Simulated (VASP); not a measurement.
# Ag: single point with PBE

Ag:

```
Ag
1.0
     0.00000    1.93416    1.93416
     1.93416    0.00000    1.93416
     1.93416    1.93416    0.00000
Ag
1
Direct
  0.00000 0.00000 0.00000
```

```
Program                : VASP 6.6.1
Task                   : single point
Functional             : PBE
Potentials or basis    : VASP PAW PBE potentials, release 64 (Ag)
Cutoff                 : 520 eV
k mesh                 : 8 × 8 × 8
Occupations            : gaussian, width 0.1 eV
Spin                   : no spin polarisation
Dipole correction      : no
Further INCAR settings : ALGO = Normal; EDIFF = 1e-06; NBANDS = 12
```

- Pressure: 35.4 GPa

Levels at points of the mesh, in eV from the Fermi level:
```csv
k point,band 2,band 3,band 4,band 5,band 6,band 7,band 8,band 9,band 10,band 11
"(0.00, 0.00, 0.00)",-5.43,-5.43,-5.43,-4.04,-4.04,16.32,20.88,20.88,20.88,26.16
"(0.50, 0.00, 0.00)",-5.47,-5.47,-2.99,-2.99,-0.82,4.68,15.58,19.62,19.62,25.43
"(0.50, 0.50, 0.00)",-7.41,-3.03,-2.71,-2.71,1.50,8.20,11.56,11.56,19.36,19.59
```

It took 4.2 s on 1 thread of Intel(R) Xeon(R) Platinum 8259CL CPU @ 2.50GHz (Skylake/Cascade Lake) (shared host), peak memory 0.13 GiB.
